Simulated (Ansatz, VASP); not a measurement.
# HfSiO4: VASP beside Ansatz

```
CELL_PARAMETERS angstrom
5.44656 0.00000 0.00000
-2.72328 4.71686 0.00000
0.00000 0.00000 2.62651
ATOMIC_POSITIONS crystal
Hf 0.00000 0.00000 0.00000
Si 0.33333 0.66667 0.00000
O 0.66667 0.33333 0.00000
O 0.05721 0.52860 0.50000
O 0.47140 0.52860 0.50000
O 0.47140 0.94279 0.50000
```

Change from the starting cell: species swapped into the CeCuPt4 type (P-6m2, No. 187).

Alike in both runs: functional PBE; k mesh 6 × 6 × 6; occupations gaussian, width 0.1 eV; no spin polarisation.

Ansatz relaxed the structure, and its values are those at the end. VASP's run is a single point on that final structure, the one shown.

|  | VASP | Ansatz |
| --- | --- | --- |
| version | VASP 6.6.1 | Ansatz 0.2.0 |
| potentials or method | VASP PAW PBE potentials, release 64 (Hf_pv, Si, O), cutoff 520 eV | scalar-relativistic, plane waves, PAW |
| valence electrons in the cell | 38 | 54 |

```csv
,VASP,Ansatz,Ansatz less VASP
gap on the k mesh at the Fermi level (eV),none,none,-
pressure (GPa),-0.1,0.1,+0.29
rms of the force components (eV/Å),0.021,0.000,-0.0206
```

A gap of «none» marks a metal or a gap that the smearing closes. VASP's potentials hold 38 valence electrons a cell and Ansatz's 54, so a difference there can come from the potentials and not from the codes.

The k mesh is coarse, so the values compare programs but aren't converged. Neither program's run includes spin-orbit coupling.
